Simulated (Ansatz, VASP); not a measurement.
Mg: VASP beside Ansatz

```
Mg
1.0
     0.00000    2.26838    2.26838
     2.30205    0.00000    2.26838
     2.30205    2.26838    0.00000
Mg
1
Cartesian
  0.0000 0.0000 0.0000
```

Alike in both runs: task single point; functional PBE; k mesh 14 × 14 × 14; occupations gaussian, width 0.1 eV; no spin polarisation.

|  | VASP | Ansatz |
| --- | --- | --- |
| version | VASP 6.6.1 | Ansatz 0.2.0 |
| potentials or method | VASP PAW PBE potentials, release 64 (Mg), cutoff 520 eV | scalar-relativistic, plane waves, PAW |
| valence electrons in the cell | 2 | 10 |

|  | VASP | Ansatz | Ansatz less VASP |
| --- | --- | --- | --- |
| gap on the k mesh at the Fermi level (eV) | none | none | - |
| pressure (GPa) | -0.9 | -0.8 | +0.12 |
| traceless stress, the component that is largest in VASP (GPa) | -0.36 | -0.36 | +0.001 |

A gap of «none» marks a metal or a gap that the smearing closes. VASP's potentials hold 2 valence electrons a cell and Ansatz's 10, so a difference there can come from the potentials and not from the codes.
